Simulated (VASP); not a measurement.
# Sb3Pb (Im-3m) in VASP: relaxation of cell and atoms with PBE

Aim: the relaxation of cell and atoms of Sb3Pb with PBE.

All numbers are computed with VASP 6.6.1; they aren't measurements. Logs are shortened: lines on timing, memory, paths and dates and some standing lists are left out, and cuts for length are marked.

## (1) The cell of the first run

It takes space group Im-3m (No. 229, cubic). The conventional cell has a = 6.300 Å, b = 6.300 Å, c = 6.300 Å, α = 90.00°, β = 90.00°, γ = 90.00°. Sb (site symmetry 4/mmm) has 4 Sb at 3.15 Å and 2 Pb at 3.15 Å within 4.1 Å. Pb (site symmetry m-3m) has 6 Sb at 3.15 Å within 4.1 Å.

The cell was generated, and may not be a known phase.

## (2) Relaxation of cell and atoms, PBE

Input file INCAR:

```
SYSTEM = Sb3Pb
PREC     = Accurate       ! precision mode
ENCUT    = 600            ! plane-wave cutoff, eV
EDIFF    = 1E-7           ! SCF threshold, eV
ISMEAR   = 0              ! smearing method
SIGMA    = 0.1            ! smearing width, eV
LREAL    = .FALSE.        ! projectors in reciprocal space
LASPH    = .TRUE.         ! aspherical terms in the spheres
NELM     = 100            ! most SCF steps
ALGO     = Normal         ! electronic algorithm
ISIF     = 3              ! what is computed and relaxed
LWAVE    = .FALSE.        ! write WAVECAR
LCHARG   = .FALSE.        ! write CHGCAR
GGA      = PE             ! functional
IBRION   = 2              ! ionic algorithm
NSW      = 100            ! ionic steps
EDIFFG   = -0.01          ! ionic threshold
```

Input file KPOINTS:

```
Automatic mesh
0
G
  10 10 10
  0 0 0
```

Input file POSCAR:

```
Sb3Pb
1.0
   -3.1497930000      3.1497930000      3.1497930000
    3.1497930000     -3.1497930000      3.1497930000
    3.1497930000      3.1497930000     -3.1497930000
Sb Pb
3 1
Direct
    0.0000000000      0.5000000000      0.5000000000
    0.5000000000      0.0000000000      0.5000000000
    0.5000000000      0.5000000000      0.0000000000
    0.0000000000      0.0000000000      0.0000000000
```

Potentials or basis: VASP PAW PBE potentials, release 64 (Sb, Pb_d).

On the command line:

```bash
cat potpaw_PBE.64/Sb/POTCAR potpaw_PBE.64/Pb_d/POTCAR > POTCAR
mpirun -np 1 vasp_std > vasp.out
```

OUTCAR:

```text
SYSTEM = Sb3Pb
   PREC = Accurate
   ENCUT = 600
   EDIFF = 1E-7
   ISMEAR = 0
   LREAL = .FALSE.
   LASPH = .TRUE.
   NELM = 100
   ISIF = 3
   GGA = PE
   IBRION = 2
   NSW = 100
   EDIFFG = -0.01

 ion  position               nearest neighbor table
   1  0.000  0.500  0.500-   2 3.15   3 3.15   4 3.15   4 3.15   3 3.15   2 3.15
   2  0.500  0.000  0.500-   1 3.15   3 3.15   4 3.15   3 3.15   4 3.15   1 3.15
   3  0.500  0.500  0.000-   1 3.15   2 3.15   4 3.15   2 3.15   1 3.15   4 3.15
   4  0.000  0.000  0.000-   1 3.15   2 3.15   3 3.15   1 3.15   2 3.15   3 3.15

  LATTYP: Found a body centered cubic cell.
 ALAT       =     6.2995860000

  Lattice vectors:

 A1 = (  -3.1497930000,   3.1497930000,   3.1497930000)
 A2 = (   3.1497930000,  -3.1497930000,   3.1497930000)
 A3 = (   3.1497930000,   3.1497930000,  -3.1497930000)

Analysis of symmetry for initial positions (statically):
=====================================================================
 Subroutine PRICEL returns:
 Original cell was already a primitive cell.

 Routine SETGRP: Setting up the symmetry group for a
 body centered cubic supercell.

 Subroutine GETGRP returns: Found 48 space group operations
 (whereof 48 operations were pure point group operations)
 out of a pool of 48 trial point group operations.

The static configuration has the point symmetry O_h .

Analysis of symmetry for dynamics (positions and initial velocities):
=====================================================================
 Subroutine PRICEL returns:
 Original cell was already a primitive cell.

 Routine SETGRP: Setting up the symmetry group for a
 body centered cubic supercell.

 Subroutine GETGRP returns: Found 48 space group operations
 (whereof 48 operations were pure point group operations)
 out of a pool of 48 trial point group operations.

The dynamic configuration has the point symmetry O_h .

 Subroutine INISYM returns: Found 48 space group operations
 (whereof 48 operations are pure point group operations),
 and found     1 'primitive' translations

----------------------------------------------------------------------------------------

                                     Primitive cell

  volume of cell :     124.9989

  direct lattice vectors                    reciprocal lattice vectors
    -3.149793000  3.149793000  3.149793000     0.000000000  0.158740590  0.158740590
     3.149793000 -3.149793000  3.149793000     0.158740590  0.000000000  0.158740590
     3.149793000  3.149793000 -3.149793000     0.158740590  0.158740590  0.000000000

  length of vectors
     5.455601509  5.455601509  5.455601509     0.224493096  0.224493096  0.224493096

  position of ions in fractional coordinates (direct lattice)
     0.000000000  0.500000000  0.500000000
     0.500000000  0.000000000  0.500000000
     0.500000000  0.500000000  0.000000000
     0.000000000  0.000000000  0.000000000

  ion indices of the primitive-cell ions
   primitive index   ion index
                 1           1
                 2           2
                 3           3
                 4           4

----------------------------------------------------------------------------------------

 KPOINTS: Automatic mesh

Automatic generation of k-mesh.
 Grid dimensions read from file:
 generate k-points for:   10   10   10

 Generating k-lattice:

  Cartesian coordinates                     Fractional coordinates (reciprocal lattice)
     0.000000000  0.015874059  0.015874059     0.100000000  0.000000000  0.000000000
     0.015874059  0.000000000  0.015874059     0.000000000  0.100000000  0.000000000
     0.015874059  0.015874059  0.000000000     0.000000000  0.000000000  0.100000000

  Length of vectors
     0.022449310  0.022449310  0.022449310

  Shift w.r.t. Gamma in fractional coordinates (k-lattice)
     0.000000000  0.000000000  0.000000000

 Subroutine IBZKPT returns following result:
 ===========================================

 Found     47 irreducible k-points:

 Following reciprocal coordinates:
            Coordinates               Weight
  0.000000  0.000000  0.000000      1.000000
  0.100000  0.000000  0.000000     12.000000
  0.200000  0.000000  0.000000     12.000000
  0.300000  0.000000  0.000000     12.000000
  0.400000  0.000000  0.000000     12.000000
  0.500000  0.000000  0.000000      6.000000
[... 16 lines left out ...]
  0.300000  0.300000  0.100000      8.000000
 -0.300000  0.300000  0.100000     24.000000
 [... further k-points ...]
   k-points           NKPTS =     47   k-points in BZ     NKDIM =     47   number of bands    NBANDS=     18
   number of dos      NEDOS =    301   number of ions     NIONS =      4
   total plane-waves  NPLWV = 110592
   dimension x,y,z NGX =    48 NGY =   48 NGZ =   48
   dimension x,y,z NGXF=    96 NGYF=   96 NGZF=   96
   ions per type =               3   1
   NGX,Y,Z   is equivalent  to a cutoff of  14.63, 14.63, 14.63 a.u.
   NGXF,Y,Z  is equivalent  to a cutoff of  29.25, 29.25, 29.25 a.u.
 SYSTEM =  Sb3Pb
   PREC   = accura    normal or accurate (medium, high low for compatibility)
   ISTART =      0    job   : 0-new  1-cont  2-samecut
   ICHARG =      2    charge: 1-file 2-atom 10-const
   ISPIN  =      1    spin polarized calculation?
   LNONCOLLINEAR =      F non collinear calculations
   LSORBIT =      F    spin-orbit coupling
   LASPH  =      T    aspherical Exc in radial PAW
   ENCUT  =  600.0 eV  44.10 Ry    6.64 a.u.  10.90 10.90 10.90*2*pi/ulx,y,z
   NELM   =    100;   NELMIN=  2; NELMDL= -5     # of ELM steps
   EDIFF  = 0.1E-06   stopping-criterion for ELM
   LREAL  =      F    real-space projection
   EDIFFG = -.1E-01   stopping-criterion for IOM
   NSW    =    100    number of steps for IOM
   IBRION =      2    ionic relax: 0-MD 1-quasi-New 2-CG
   NFREE  =      1    steps in history (QN), initial steepest desc. (CG)
   ISIF   =      3    stress and relaxation
   ISYM   =      2    0-nonsym 1-usesym 2-fastsym
   POTIM  = 0.5000    time-step for ionic-motion
   TEBEG  =    0.0;   TEEND  =   0.0 temperature during run
   PSTRESS=    0.0 pullay stress
   NELECT =      29.0000    total number of electrons
   NUPDOWN=      -1.0000    fix difference up-down
   EMIN   =  10.00;   EMAX   =-10.00  energy-range for DOS
   EFERMI =   0.00;   METHOD = LEGACY
   ISMEAR =     0;   SIGMA  =   0.10  broadening in eV -4-tet -1-fermi 0-gaus
   EFERMI_NEDOS =   21; number of points for ismear=-14 and -15
   IALGO  =     38    algorithm
   IMIX   =      4    mixing-type and parameters
     AMIX     =   0.40;   BMIX     =  1.00
     AMIX_MAG =   1.60;   BMIX_MAG =  1.00
  volume/ion in A,a.u.               =      31.25       210.88
  Fermi-wavevector in a.u.,A,eV,Ry     =   1.005940  1.900951 13.767948  1.011916
  Thomas-Fermi vector in A             =   2.138651
   LORBIT       =      0    0 simple, 1 ext, 2 COOP (PROOUT), +10 PAW based schemes
   GGA     = PE    functional components
   LHFCALC =     F    Hartree Fock is set to
   AEXX    =    0.0000 exact exchange contribution
   IVDW    =     0    specifies the selected vdW correction
   LEPSILON=     F    determine dielectric tensor
   LRPA    =     F    only Hartree local field effects (RPA)
 conjugate gradient relaxation of ions
 non-spin polarized calculation
 Gauss-broadening in eV      SIGMA  =   0.10
  energy-cutoff  :      600.00
  volume of cell :      125.00
 maximum number of plane-waves:      4204
 NGX is ok and might be reduce to    48
   NGX = 21   NGY = 21   NGZ = 21

 number of electron      28.9999997 magnetization

 Free energy of the ion-electron system (eV)
  ---------------------------------------------------
  ext. energy  EPLUGINS =         0.00000000
  ---------------------------------------------------
  free energy    TOTEN  =       -15.73461220 eV

  energy without entropy =      -15.72712506  energy(sigma->0) =      -15.73086863

 E-fermi :   6.5122     XC(G=0):  -9.5460

 val. band max:        6.5081166084   @ k =   0.3000   0.2000   0.0000
 cond. band min:       6.5620375928   @ k =   0.4000   0.0000   0.0000
 fundamental gap:      0.0539209844
 Fermi energy:         6.5121501816

 k-point     1 :       0.0000    0.0000    0.0000
  band No.  band energies     occupation
      1     -10.3355      2.00000
      2     -10.3355      2.00000
      3     -10.2845      2.00000
      4     -10.2845      2.00000
      5     -10.2845      2.00000
      6      -5.3477      2.00000
[... 10 lines left out ...]
     17       9.2176      0.00000
     18       9.2176      0.00000

 k-point     2 :       0.1000    0.0000    0.0000
  band No.  band energies     occupation
      1     -10.3357      2.00000
      2     -10.3353      2.00000
      3     -10.2847      2.00000
      4     -10.2845      2.00000
      5     -10.2842      2.00000
      6      -5.2772      2.00000
[... 10 lines left out ...]
     17       9.3916      0.00000
     18       9.4807      0.00000

 k-point     3 :       0.2000    0.0000    0.0000
  band No.  band energies     occupation
      1     -10.3364      2.00000
      2     -10.3349      2.00000
      3     -10.2851      2.00000
      4     -10.2846      2.00000
      5     -10.2834      2.00000
      6      -5.0667      2.00000
[... 10 lines left out ...]
     17       8.8454      0.00000
     18       9.8813      0.00000

 k-point     4 :       0.3000    0.0000    0.0000
  band No.  band energies     occupation
      1     -10.3372      2.00000
      2     -10.3344      2.00000
      3     -10.2856      2.00000
      4     -10.2846      2.00000
      5     -10.2824      2.00000
      6      -4.7193      2.00000
[... 10 lines left out ...]
     17       7.8674      0.00000
     18      10.5037      0.00000

 k-point     5 :       0.4000    0.0000    0.0000
  band No.  band energies     occupation
      1     -10.3379      2.00000
      2     -10.3339      2.00000
      3     -10.2860      2.00000
      4     -10.2846      2.00000
      5     -10.2816      2.00000
      6      -4.2428      2.00000
[... 10 lines left out ...]
     17       7.1793      0.00000
     18       9.7891      0.00000

 k-point     6 :       0.5000    0.0000    0.0000
  band No.  band energies     occupation
      1     -10.3382      2.00000
      2     -10.3337      2.00000
      3     -10.2862      2.00000
      4     -10.2847      2.00000
      5     -10.2813      2.00000
      6      -3.7345      2.00000
[... 307 lines left out ...]
 k-point    21 :       0.3000    0.2000    0.1000
  band No.  band energies     occupation
      1     -10.3354      2.00000
      2     -10.3340      2.00000
      3     -10.2859      2.00000
      4     -10.2846      2.00000
      5     -10.2829      2.00000
      6      -3.6403      2.00000
[... 10 lines left out ...]
     17       7.3911      0.00000
     18       8.1612      0.00000

 k-point    22 :      -0.2000    0.2000    0.1000
  band No.  band energies     occupation
      1     -10.3372      2.00000
      2     -10.3347      2.00000
      3     -10.2848      2.00000
      4     -10.2845      2.00000
      5     -10.2835      2.00000
      6      -4.9978      2.00000
[... 10 lines left out ...]
     17       9.6497      0.00000
     18       9.9721      0.00000

 k-point    23 :       0.3000    0.3000    0.1000
  band No.  band energies     occupation
      1     -10.3345      2.00000
      2     -10.3345      2.00000
      3     -10.2859      2.00000
      4     -10.2838      2.00000
      5     -10.2838      2.00000
      6      -3.1329      2.00000
[... 10 lines left out ...]
     17       7.6884      0.00000
     18       7.6884      0.00000

 k-point    24 :      -0.3000    0.3000    0.1000
  band No.  band energies     occupation
      1     -10.3380      2.00000
      2     -10.3347      2.00000
      3     -10.2852      2.00000
      4     -10.2844      2.00000
      5     -10.2825      2.00000
      6      -4.6530      2.00000
[... 10 lines left out ...]
     17       9.1752      0.00000
     18      10.2554      0.00000

 [... further k-points ...]

------------------------ aborting loop because EDIFF is reached ----------------------------------------

  FORCE on cell =-STRESS in cart. coord.  units (eV):
  Direction    XX          YY          ZZ          XY          YZ          ZX
  --------------------------------------------------------------------------------------
  -------------------------------------------------------------------------------------
  Total       -0.0380515     -0.0380515     -0.0380515     -0.0000000     -0.0000000      0.0000000
  in kB       -0.4877264     -0.4877264     -0.4877264     -0.0000000     -0.0000000      0.0000000
  external PRESSURE =      -0.4877264 kB  Pullay stress =       0.0000000 kB

 VOLUME and BASIS-vectors are now :
 -----------------------------------------------------------------------------
  energy-cutoff  :      600.00
  volume of cell :      125.00
      direct lattice vectors                 reciprocal lattice vectors
    -3.149793000  3.149793000  3.149793000     0.000000000  0.158740590  0.158740590
     3.149793000 -3.149793000  3.149793000     0.158740590  0.000000000  0.158740590
     3.149793000  3.149793000 -3.149793000     0.158740590  0.158740590  0.000000000

 POSITION                                       TOTAL-FORCE (eV/Angst)
 -----------------------------------------------------------------------------------
      3.14979      0.00000      0.00000        -0.000000     -0.000000      0.000000
      0.00000      3.14979      0.00000        -0.000000      0.000000     -0.000000
      0.00000      0.00000      3.14979         0.000000     -0.000000     -0.000000
      0.00000      0.00000      0.00000         0.000000     -0.000000      0.000000
 -----------------------------------------------------------------------------------
    total drift:                               -0.000000      0.000000      0.000000

  FREE ENERGIE OF THE ION-ELECTRON SYSTEM (eV)
  ---------------------------------------------------
  free  energy   TOTEN  =       -15.7346122039 eV

  energy  without entropy=      -15.7271250601  energy(sigma->0) =      -15.73086863

 reached required accuracy - stopping structural energy minimisation
```

It took 2.1 min on 1 thread of AMD EPYC 7R43 (Zen 3), shared host; peak memory 0.36 GiB.

Results:

- Free energy: -15.7346 eV
- Pressure after relaxing: 0.0 GPa
- Band gap on the k mesh: zero (an odd number of electrons rules out a gap without spin polarisation)

Final structure:
```
CELL_PARAMETERS angstrom
-3.14979 3.14979 3.14979
3.14979 -3.14979 3.14979
3.14979 3.14979 -3.14979
ATOMIC_POSITIONS crystal
Sb 0.00000 0.50000 0.50000
Sb 0.50000 0.00000 0.50000
Sb 0.50000 0.50000 0.00000
Pb 0.00000 0.00000 0.00000
```

Caveat: the relaxation stopped at its first step, so nothing moved; spin-orbit coupling is left out, which moves the levels of the heavy elements.

The gap in the log of VASP goes by the Fermi energy; the results here count the filled bands.